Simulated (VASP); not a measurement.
# ZrZnN (P-6m2) in VASP: further runs

ZrZnN is run at these levels: PBE; tasks: single point, relaxation of cell and atoms.

All numbers are computed with VASP 6.6.1; they aren't measurements. Logs are shortened: lines on timing, memory, paths and dates and some standing lists are left out, and cuts for length are marked.

### 1 The cell of the first run

It takes space group P-6m2 (No. 187, hexagonal). The conventional cell has a = 3.560 Å, b = 3.560 Å, c = 5.970 Å, α = 90.00°, β = 90.00°, γ = 120.00°. Within 2.7 Å of Zr (site symmetry -6m2) lie 3 N at 2.06 Å. Within 3.9 Å of Zn (site symmetry -6m2) lie 2 Zr at 2.99 Å and 6 Zn at 3.56 Å and 6 N at 3.62 Å. Within 2.7 Å of N (site symmetry -6m2) lie 3 Zr at 2.06 Å.

The cell was generated, and may not be a known phase.

### 2 Single point, PBE

File INCAR:

```
PREC = Accurate
ENCUT = 520
EDIFF = 1E-6
ISMEAR = 0
SIGMA = 0.1
LREAL = False
LASPH = True
NELM = 80
ALGO = Normal
ISIF = 2
LWAVE = False
LCHARG = False
GGA = PE
NBANDS = 22
```

File KPOINTS:

```
regular mesh
0
Gamma
  6 6 4
```

File POSCAR:

```
ZrZnN
1.0
    3.5599419091      0.0000000030      0.0000000000
   -1.7799709572      3.0830001278      0.0000000000
    0.0000000000      0.0000000000      5.9701144535
Zr Zn N
1 1 1
Direct
    0.3333333333      0.6666666667      0.5000000000
    0.3333333333      0.6666666667      0.0000000000
    0.0000000000      0.0000000000      0.5000000000
```

Potentials or basis: VASP PAW PBE potentials, release 64 (Zr_sv, Zn, N).

Launch:

```bash
cat potpaw_PBE.64/Zr_sv/POTCAR potpaw_PBE.64/Zn/POTCAR potpaw_PBE.64/N/POTCAR > POTCAR
mpirun -np 1 vasp_std > vasp.out
```

OUTCAR:

```text
PREC = Accurate
   ENCUT = 520
   EDIFF = 1E-6
   ISMEAR = 0
   LREAL = False
   LASPH = True
   NELM = 80
   ISIF = 2
   GGA = PE

 ion  position               nearest neighbor table
   1  0.333  0.667  0.500-   3 2.06   3 2.06   3 2.06   2 2.99   2 2.99
   2  0.333  0.667  0.000-   1 2.99   1 2.99
   3  0.000  0.000  0.500-   1 2.06   1 2.06   1 2.06

  LATTYP: Found a hexagonal cell.
 ALAT       =     3.5599419091
 C/A-ratio  =     1.6770258071

  Lattice vectors:

 A1 = (   3.5599419091,   0.0000000030,   0.0000000000)
 A2 = (  -1.7799709572,   3.0830001278,   0.0000000000)
 A3 = (   0.0000000000,   0.0000000000,   5.9701144535)

Analysis of symmetry for initial positions (statically):
=====================================================================
 Subroutine PRICEL returns:
 Original cell was already a primitive cell.

 Routine SETGRP: Setting up the symmetry group for a
 hexagonal supercell.

 Subroutine GETGRP returns: Found 12 space group operations
 (whereof 12 operations were pure point group operations)
 out of a pool of 24 trial point group operations.

The static configuration has the point symmetry D_3h.

Analysis of symmetry for dynamics (positions and initial velocities):
=====================================================================
 Subroutine PRICEL returns:
 Original cell was already a primitive cell.

 Routine SETGRP: Setting up the symmetry group for a
 hexagonal supercell.

 Subroutine GETGRP returns: Found 12 space group operations
 (whereof 12 operations were pure point group operations)
 out of a pool of 24 trial point group operations.

The dynamic configuration has the point symmetry D_3h.

 Subroutine INISYM returns: Found 12 space group operations
 (whereof 12 operations are pure point group operations),
 and found     1 'primitive' translations

----------------------------------------------------------------------------------------

                                     Primitive cell

  volume of cell :      65.5238

  direct lattice vectors                    reciprocal lattice vectors
     3.559941909  0.000000003  0.000000000     0.280903460  0.162179689  0.000000000
    -1.779970957  3.083000128  0.000000000    -0.000000000  0.324359377  0.000000000
     0.000000000  0.000000000  5.970114453     0.000000000  0.000000000  0.167500976

  length of vectors
     3.559941909  3.559941909  5.970114453     0.324359377  0.324359377  0.167500976

  position of ions in fractional coordinates (direct lattice)
     0.333333333  0.666666667  0.500000000
     0.333333333  0.666666667  0.000000000
     0.000000000  0.000000000  0.500000000

  ion indices of the primitive-cell ions
   primitive index   ion index
                 1           1
                 2           2
                 3           3

----------------------------------------------------------------------------------------

 KPOINTS: regular mesh

Automatic generation of k-mesh.
 Grid dimensions read from file:
 generate k-points for:    6    6    4

 Generating k-lattice:

  Cartesian coordinates                     Fractional coordinates (reciprocal lattice)
     0.046817243  0.027029948  0.000000000     0.166666667  0.000000000  0.000000000
    -0.000000000  0.054059896  0.000000000     0.000000000  0.166666667  0.000000000
     0.000000000  0.000000000  0.041875244     0.000000000  0.000000000  0.250000000

  Length of vectors
     0.054059896  0.054059896  0.041875244

  Shift w.r.t. Gamma in fractional coordinates (k-lattice)
     0.000000000  0.000000000  0.000000000

 Subroutine IBZKPT returns following result:
 ===========================================

 Found     21 irreducible k-points:

 Following reciprocal coordinates:
            Coordinates               Weight
  0.000000  0.000000  0.000000      1.000000
  0.166667  0.000000  0.000000      6.000000
  0.333333 -0.000000  0.000000      6.000000
  0.500000  0.000000  0.000000      3.000000
  0.166667  0.166667  0.000000      6.000000
  0.333333  0.166667  0.000000     12.000000
[... 13 lines left out ...]
  0.333333  0.166667  0.500000     12.000000
  0.333333  0.333333  0.500000      2.000000
   k-points           NKPTS =     21   k-points in BZ     NKDIM =     21   number of bands    NBANDS=     22
   number of dos      NEDOS =    301   number of ions     NIONS =      3
   total plane-waves  NPLWV =  37632
   dimension x,y,z NGX =    28 NGY =   28 NGZ =   48
   dimension x,y,z NGXF=    56 NGYF=   56 NGZF=   96
   ions per type =               1   1   1
   NGX,Y,Z   is equivalent  to a cutoff of  13.08, 13.08, 13.37 a.u.
   NGXF,Y,Z  is equivalent  to a cutoff of  26.15, 26.15, 26.73 a.u.
 SYSTEM =  unknown system
   PREC   = accura    normal or accurate (medium, high low for compatibility)
   ISTART =      0    job   : 0-new  1-cont  2-samecut
   ICHARG =      2    charge: 1-file 2-atom 10-const
   ISPIN  =      1    spin polarized calculation?
   LNONCOLLINEAR =      F non collinear calculations
   LSORBIT =      F    spin-orbit coupling
   LASPH  =      T    aspherical Exc in radial PAW
   ENCUT  =  520.0 eV  38.22 Ry    6.18 a.u.   6.62  6.62 11.10*2*pi/ulx,y,z
   NELM   =     80;   NELMIN=  2; NELMDL= -5     # of ELM steps
   EDIFF  = 0.1E-05   stopping-criterion for ELM
   LREAL  =      F    real-space projection
   EDIFFG = 0.1E-04   stopping-criterion for IOM
   NSW    =      0    number of steps for IOM
   IBRION =     -1    ionic relax: 0-MD 1-quasi-New 2-CG
   NFREE  =      0    steps in history (QN), initial steepest desc. (CG)
   ISIF   =      2    stress and relaxation
   ISYM   =      2    0-nonsym 1-usesym 2-fastsym
   POTIM  = 0.5000    time-step for ionic-motion
   TEBEG  =    0.0;   TEEND  =   0.0 temperature during run
   PSTRESS=    0.0 pullay stress
   NELECT =      29.0000    total number of electrons
   NUPDOWN=      -1.0000    fix difference up-down
   EMIN   =  10.00;   EMAX   =-10.00  energy-range for DOS
   EFERMI =   0.00;   METHOD = LEGACY
   ISMEAR =     0;   SIGMA  =   0.10  broadening in eV -4-tet -1-fermi 0-gaus
   EFERMI_NEDOS =   21; number of points for ismear=-14 and -15
   IALGO  =     38    algorithm
   IMIX   =      4    mixing-type and parameters
     AMIX     =   0.40;   BMIX     =  1.00
     AMIX_MAG =   1.60;   BMIX_MAG =  1.00
  volume/ion in A,a.u.               =      21.84       147.39
  Fermi-wavevector in a.u.,A,eV,Ry     =   1.247597  2.357617 21.177458  1.556499
  Thomas-Fermi vector in A             =   2.381722
   LORBIT       =      0    0 simple, 1 ext, 2 COOP (PROOUT), +10 PAW based schemes
   GGA     = PE    functional components
   LHFCALC =     F    Hartree Fock is set to
   AEXX    =    0.0000 exact exchange contribution
   IVDW    =     0    specifies the selected vdW correction
   LEPSILON=     F    determine dielectric tensor
   LRPA    =     F    only Hartree local field effects (RPA)
 non-spin polarized calculation
 Gauss-broadening in eV      SIGMA  =   0.10
  energy-cutoff  :      520.00
  volume of cell :       65.52
 maximum number of plane-waves:      1798
 NGX is ok and might be reduce to    28
   NGX = 13   NGY = 13   NGZ = 23

 number of electron      28.9999998 magnetization

 Free energy of the ion-electron system (eV)
  ---------------------------------------------------
  ext. energy  EPLUGINS =         0.00000000
  ---------------------------------------------------
  free energy    TOTEN  =       -19.26458621 eV

  energy without entropy =      -19.25335625  energy(sigma->0) =      -19.25897123

 E-fermi :   3.7914     XC(G=0):  -9.3256

 val. band max:        3.7462886519   @ k =   0.3333   0.3333   0.2500
 cond. band min:       3.8094115898   @ k =   0.5000   0.0000   0.2500
 fundamental gap:      0.0631229379
 Fermi energy:         3.7913861163

 k-point     1 :       0.0000    0.0000    0.0000
  band No.  band energies     occupation
      1     -45.5610      2.00000
      2     -23.6973      2.00000
      3     -23.5130      2.00000
      4     -23.5130      2.00000
      5     -10.7855      2.00000
      6      -3.4536      2.00000
[... 14 lines left out ...]
     21      11.6519      0.00000
     22      12.5793      0.00000

 k-point     2 :       0.1667    0.0000    0.0000
  band No.  band energies     occupation
      1     -45.5522      2.00000
      2     -23.6858      2.00000
      3     -23.6484      2.00000
      4     -23.5404      2.00000
      5     -10.4957      2.00000
      6      -3.4380      2.00000
[... 14 lines left out ...]
     21      10.7379      0.00000
     22      10.9398      0.00000

 k-point     3 :       0.3333   -0.0000    0.0000
  band No.  band energies     occupation
      1     -45.5345      2.00000
      2     -23.9060      2.00000
      3     -23.6628      2.00000
      4     -23.5944      2.00000
      5      -9.9618      2.00000
      6      -3.4205      2.00000
[... 14 lines left out ...]
     21       9.0125      0.00000
     22      10.3692      0.00000

 k-point     4 :       0.5000    0.0000    0.0000
  band No.  band energies     occupation
      1     -45.5257      2.00000
      2     -24.0290      2.00000
      3     -23.6512      2.00000
      4     -23.6211      2.00000
      5      -9.7237      2.00000
      6      -3.4223      2.00000
[... 14 lines left out ...]
     21       7.9709      0.00000
     22       9.8676      0.00000

 k-point     5 :       0.1667    0.1667    0.0000
  band No.  band energies     occupation
      1     -45.5390      2.00000
      2     -23.8230      2.00000
      3     -23.6686      2.00000
      4     -23.6024      2.00000
      5     -10.0799      2.00000
      6      -3.4168      2.00000
[... 342 lines left out ...]
 k-point    19 :       0.1667    0.1667    0.5000
  band No.  band energies     occupation
      1     -45.5389      2.00000
      2     -23.8229      2.00000
      3     -23.6703      2.00000
      4     -23.6025      2.00000
      5     -10.0771      2.00000
      6      -3.3599      2.00000
[... 14 lines left out ...]
     21       9.6494      0.00000
     22      10.0604      0.00000

 k-point    20 :       0.3333    0.1667    0.5000
  band No.  band energies     occupation
      1     -45.5256      2.00000
      2     -23.9778      2.00000
      3     -23.6772      2.00000
      4     -23.6528      2.00000
      5      -9.6873      2.00000
      6      -3.3672      2.00000
[... 14 lines left out ...]
     21       8.7721      0.00000
     22       9.9809      0.00000

 k-point    21 :       0.3333    0.3333    0.5000
  band No.  band energies     occupation
      1     -45.5212      2.00000
      2     -23.9659      2.00000
      3     -23.7683      2.00000
      4     -23.6470      2.00000
      5      -9.5339      2.00000
      6      -3.3300      2.00000
[... 14 lines left out ...]
     21       8.6994      0.00000
     22      10.7357      0.00000

------------------------ aborting loop because EDIFF is reached ----------------------------------------

  FORCE on cell =-STRESS in cart. coord.  units (eV):
  Direction    XX          YY          ZZ          XY          YZ          ZX
  --------------------------------------------------------------------------------------
  -------------------------------------------------------------------------------------
  Total        0.1052200      0.1052200      0.0619735     -0.0000000      0.0000000      0.0000000
  in kB        2.5728216      2.5728216      1.5153668     -0.0000000      0.0000000      0.0000000
  external PRESSURE =       2.2203367 kB  Pullay stress =       0.0000000 kB

 VOLUME and BASIS-vectors are now :
 -----------------------------------------------------------------------------
  energy-cutoff  :      520.00
  volume of cell :       65.52
      direct lattice vectors                 reciprocal lattice vectors
     3.559941909  0.000000003  0.000000000     0.280903460  0.162179689  0.000000000
    -1.779970957  3.083000128  0.000000000    -0.000000000  0.324359377  0.000000000
     0.000000000  0.000000000  5.970114453     0.000000000  0.000000000  0.167500976

 POSITION                                       TOTAL-FORCE (eV/Angst)
 -----------------------------------------------------------------------------------
     -0.00000      2.05533      2.98506         0.000000     -0.000000      0.000000
     -0.00000      2.05533      0.00000        -0.000000     -0.000000      0.000000
      0.00000      0.00000      2.98506         0.000000      0.000000      0.000000
 -----------------------------------------------------------------------------------
    total drift:                               -0.000002      0.000001     -0.000000

  FREE ENERGIE OF THE ION-ELECTRON SYSTEM (eV)
  ---------------------------------------------------
  free  energy   TOTEN  =       -19.2645862086 eV

  energy  without entropy=      -19.2533562539  energy(sigma->0) =      -19.25897123
```

It took 64 s on 1 thread of AMD EPYC 7R13, shared host; peak memory 0.17 GiB.

What came out:

* Free energy: -19.2646 eV
* Pressure: 0.2 GPa
* Band gap on the k mesh: zero (an odd number of electrons rules out a gap without spin polarisation)

Stress tensor (GPa, compression positive):
```
0.26 0.00 0.00
0.00 0.26 0.00
0.00 0.00 0.15
```

### 3 Single point, PBE

This run uses another cell than the first one, of 21.62 Å³/atom.

File INCAR:

```
SYSTEM = ZrZnN
PREC = Accurate
ENCUT = 520
EDIFF = 1E-6
ISMEAR = 0
SIGMA = 0.1
LREAL = .FALSE.
LASPH = .TRUE.
NELM = 60
ALGO = Normal
ISIF = 2
LWAVE = .FALSE.
LCHARG = .FALSE.
GGA = PE
NBANDS = 22
```

File KPOINTS:

```
regular mesh
0
G
  18 18 8
  0 0 0
```

File POSCAR:

```
ZrZnN
1.0
    3.5707280140      0.0000000000      0.0000000000
   -1.7853640070      3.0923411701      0.0000000000
    0.0000000000      0.0000000000      5.8732527897
Zr Zn N
1 1 1
Direct
    0.3333333333      0.6666666667      0.5000000000
    0.3333333333      0.6666666667      0.0000000000
    0.0000000000      0.0000000000      0.5000000000
```

Potentials or basis: VASP PAW PBE potentials, release 64 (Zr_sv, Zn, N).

Launch:

```bash
cat potpaw_PBE.64/Zr_sv/POTCAR potpaw_PBE.64/Zn/POTCAR potpaw_PBE.64/N/POTCAR > POTCAR
mpirun -np 1 vasp_std > vasp.out
```

OUTCAR:

```text
SYSTEM = ZrZnN
   PREC = Accurate
   ENCUT = 520
   EDIFF = 1E-6
   ISMEAR = 0
   LREAL = .FALSE.
   LASPH = .TRUE.
   NELM = 60
   ISIF = 2
   GGA = PE

 ion  position               nearest neighbor table
   1  0.333  0.667  0.500-   3 2.06   3 2.06   3 2.06   2 2.94   2 2.94
   2  0.333  0.667  0.000-   1 2.94   1 2.94
   3  0.000  0.000  0.500-   1 2.06   1 2.06   1 2.06

  LATTYP: Found a hexagonal cell.
 ALAT       =     3.5707280140
 C/A-ratio  =     1.6448334252

  Lattice vectors:

[... 791 lines left out ...]

  FORCE on cell =-STRESS in cart. coord.  units (eV):
  Direction    XX          YY          ZZ          XY          YZ          ZX
  --------------------------------------------------------------------------------------
  -------------------------------------------------------------------------------------
  Total        0.0591065      0.0591065     -0.0086131     -0.0000000      0.0000000      0.0000000
  in kB        1.4602355      1.4602355     -0.2127888     -0.0000000      0.0000000      0.0000000
  external PRESSURE =       0.9025607 kB  Pullay stress =       0.0000000 kB

 VOLUME and BASIS-vectors are now :
 -----------------------------------------------------------------------------
  energy-cutoff  :      520.00
  volume of cell :       64.85
      direct lattice vectors                 reciprocal lattice vectors
     3.570728014  0.000000000  0.000000000     0.280054934  0.161689792  0.000000000
    -1.785364007  3.092341170  0.000000000     0.000000000  0.323379584  0.000000000
     0.000000000  0.000000000  5.873252790     0.000000000  0.000000000  0.170263402

 POSITION                                       TOTAL-FORCE (eV/Angst)
 -----------------------------------------------------------------------------------
     -0.00000      2.06156      2.93663        -0.000000      0.000000      0.000000
     -0.00000      2.06156      0.00000         0.000000     -0.000000      0.000000
      0.00000      0.00000      2.93663        -0.000000      0.000000      0.000000
 -----------------------------------------------------------------------------------
    total drift:                               -0.000003      0.000001     -0.000000

  FREE ENERGIE OF THE ION-ELECTRON SYSTEM (eV)
  ---------------------------------------------------
  free  energy   TOTEN  =       -19.3008900826 eV

  energy  without entropy=      -19.2927882011  energy(sigma->0) =      -19.29683914
```

stdout:

```text
POSCAR found type information on POSCAR ZrZnN
 POSCAR found :  3 types and       3 ions
 scaLAPACK will be used
 LDA part: xc-table for (Slater+PW92), standard interpolation
 POSCAR, INCAR and KPOINTS ok, starting setup
 FFT: planning ... GRIDC
 FFT: planning ... GRID_SOFT
 FFT: planning ... GRID
 WAVECAR not read
 entering main loop
```

Run time: 8.8 min. Hardware: 1 thread of AMD EPYC 7R13, shared host; peak memory 0.37 GiB.

What came out:

* Free energy: -19.3009 eV
* Pressure: 0.1 GPa
* Band gap on the k mesh: zero (an odd number of electrons rules out a gap without spin polarisation)

Levels at points of the mesh, in eV from the Fermi level:
```
           k point  band 11  band 12  band 13  band 14  band 15  band 16  band 17  band 18  band 19  band 20
(0.00, 0.00, 0.00)    -5.54    -4.93    -4.93    -3.27     2.00     2.27     2.27     2.77     3.43     7.83
(0.50, 0.00, 0.00)    -4.36    -3.75    -2.85    -2.72    -0.19     1.68     1.79     1.98     3.94     4.21
(0.00, 0.00, 0.50)    -5.53    -4.94    -4.94    -1.95    -1.70     2.12     2.12     3.03     8.21     8.21
(0.50, 0.00, 0.50)    -4.29    -4.09    -2.71    -2.10    -0.49     0.64     1.42     1.64     3.60     4.31
```

[end of part 1 of 2]

The gap in the log of VASP goes by the Fermi energy; the results here count the filled bands.